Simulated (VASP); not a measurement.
**CaSi2Sb2: relaxation of cell and atoms with revPBE**

The system is CaSi2Sb2.

```
Ca Si Sb
1.0
     4.99739    0.00000    0.00000
    -2.49870    4.32787    0.00000
     0.00000    0.00000    5.86169
Ca Si Sb
1 2 2
Cartesian
  0.0000 0.0000 0.0000
  0.0000 2.8853 1.5034
  2.4987 1.4426 4.3583
  0.0000 2.8853 4.2345
  2.4987 1.4426 1.6272
```

```yaml
Program: VASP 6.6.1
Task: relaxation of cell and atoms
Functional: revPBE
Potentials_or_basis: VASP PAW PBE potentials, release 64 (Ca_sv, Si, Sb)
Cutoff: 600 eV
k_mesh: 5 × 5 × 4
Occupations: fermi-dirac, width 0.05 eV
Spin: no spin polarisation
Dipole_correction: no
Further_INCAR_settings: ALGO = Normal; EDIFF = 1e-06; IBRION = 2; EDIFFG = -0.01; NSW = 60; ISIF = 3
```

The relaxed volume is 25.84 Å³/atom, the relaxed cell is a = 4.999 Å, b = 4.999 Å, c = 5.970 Å, α = 90.00°, β = 90.00°, γ = 120.00° and the space group after relaxing (to 0.05 Å) is P-3m1 (No. 164). The energy gained by relaxing is 3.5 meV/atom and the ionic steps are 7. The pressure after relaxing is 0.0 GPa, the largest force after relaxing is 0.007 eV/Å and the band gap on the k mesh is zero (band 14 reaches 6.67 eV, above the bottom of band 15 at 5.89 eV).

Forces in eV/Å, atoms in the order of the input:
```
Ca   0.000  0.000  0.000
Si   0.000  0.000 -0.007
Si   0.000  0.000  0.007
Sb   0.000  0.000 -0.002
Sb   0.000  0.000  0.002
```

Step by step:
```
step  energy change (eV)  largest force (eV/Å)  pressure (GPa)  volume (Å³)
   1              0.0000                0.1175            1.00       126.78
   2             -0.0168                0.0451           -0.20       129.70
   3             -0.0171                0.0303           -0.07       129.35
   4             -0.0173                0.0292            0.00       129.17
   5             -0.0174                0.0283            0.04       129.05
   6             -0.0175                0.0175            0.02       129.11
   7             -0.0175                0.0070            0.00       129.20
```

Final structure:
```
Ca Si Sb
1.0
     4.99915   -0.00003    0.00000
    -2.49960    4.32938    0.00000
     0.00000    0.00000    5.96951
Ca Si Sb
1 2 2
Direct
  0.00000 0.00000 0.00000
  0.33333 0.66667 0.25604
  0.66667 0.33333 0.74396
  0.33333 0.66667 0.72191
  0.66667 0.33333 0.27809
```

Levels at points of the mesh, in eV from the Fermi level:
```tsv
k point	band 10	band 11	band 12	band 13	band 14	band 15	band 16	band 17	band 18
(0.00, 0.00, 0.00)	-3.82	-3.04	-1.44	-1.44	-1.33	-0.23	-0.23	0.59	0.59
(0.00, 0.00, 0.50)	-2.95	-2.92	-2.92	-1.94	-1.24	-0.34	-0.34	0.76	0.76
```

It took 6.5 min on 1 thread of Intel(R) Xeon(R) Platinum 8488C (Sapphire Rapids) (shared host), peak memory 0.34 GiB.

Caveat: the PAW data sets were made with another functional, which shifts forces and pressure a little; spin-orbit coupling is left out, which moves the levels of the heavy elements.
